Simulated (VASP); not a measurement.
InSb:

```
In Sb
1.0
     0.00000    3.27951    3.27951
     3.27951    0.00000    3.27951
     3.27951    3.27951    0.00000
In Sb
1 1
Direct
  0.00000 0.00000 0.00000
  0.25000 0.25000 0.25000
```

Base run:

* Program: VASP 6.6.1
* Functional: PBE-based global hybrid with 50 % exact exchange
* Potentials or basis: VASP PAW PBE potentials, release 64 (In_d, Sb_d_GW)
* Cutoff: 400 eV
* k mesh: 4 × 4 × 4
* Occupations: fermi-dirac, width 0.02 eV
* Spin: no spin polarisation

Its results: band gap on the k mesh 2.48 eV; pressure -2.1 GPa.

Question: The run is repeated on the same cell with these changes: functional from PBE-based global hybrid with 50 % exact exchange to HSE06; share of exact exchange from 0.5 to 0.25. What comes out?

Answer: Band gap on the k mesh 0.29 eV; pressure -0.3 GPa.

Caveats: the PAW data sets were made with another functional, which shifts forces and pressure a little; spin-orbit coupling is left out, which moves the levels of the heavy elements.

